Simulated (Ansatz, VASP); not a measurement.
# SnO in VASP and in Ansatz

```xyz
4
Lattice="3.9735 0.0000 0.0000 0.0000 3.9735 0.0000 0.0000 0.0000 30.6344" Properties=species:S:1:pos:R:3 pbc="T T T"
Sn    3.9729    3.9729   14.1870
Sn    1.9861    1.9861   16.4474
O     3.9729    1.9862   15.3172
O     1.9861    3.9729   15.3172
```

Change from the starting cell: biaxial strain +0.040, atoms relaxed.

Alike in both runs: functional PBE; dispersion D3(BJ); k mesh 6 × 6 × 1; occupations gaussian, width 0.02 eV; no spin polarisation.

Ansatz relaxed the structure, and its values are those at the end. VASP's run is a single point on that final structure, the one shown.

|  | VASP | Ansatz |
| --- | --- | --- |
| version | VASP 6.6.1 | Ansatz 0.2.0 |
| potentials or method | VASP PAW PBE potentials, release 64 (Sn_d, O), cutoff 520 eV | scalar-relativistic, plane waves, PAW |
| valence electrons in the cell | 40 | 40 |

|  | VASP | Ansatz | Ansatz less VASP |
| --- | --- | --- | --- |
| gap on the k mesh at the Fermi level (eV) | 2.50 | 2.55 | +0.055 |
| least direct gap on the mesh (eV) | 2.51 | 2.56 | +0.054 |
| rms of the force components (eV/Å) | 0.029 | 0.000 | -0.0294 |

Ansatz's warnings: stress scf threshold loose, structure snapped to symmetry.
